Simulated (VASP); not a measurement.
A run of VASP 6.6.1 is set up as follows.

The input INCAR:

```
  PREC = Accurate
  ENCUT = 600
  EDIFF = 1E-7
  ISMEAR = -1
  SIGMA = 0.1
  LREAL = F
  LASPH = T
  NELM = 80
  ALGO = Normal
  ISIF = 4
  LWAVE = F
  LCHARG = F
  GGA = PE
  IBRION = 2
  NSW = 50
  EDIFFG = -0.005
```

The input KPOINTS:

```
regular mesh
0
Gamma
  18 18 10
```

POSCAR

```
V
1.0
    2.2643996688      0.0000000000      0.0000000000
   -1.1321998344      1.9610276375      0.0000000000
    0.0000000000      0.0000000000      4.0596282680
V
2
Direct
    0.3333333333      0.6666666667      0.2500000000
    0.6666666667      0.3333333333      0.7500000000
```

Potentials or basis: VASP PAW PBE potentials, release 64 (V_sv).

The run is started by

```bash
$ cat potpaw_PBE.64/V_sv/POTCAR > POTCAR
$ mpirun -np 1 vasp_std > vasp.out
```

(1) Estimate the band gap on the k mesh.

## Answers

(1) zero (bands 13 and 14 overlap by 3.57 eV).
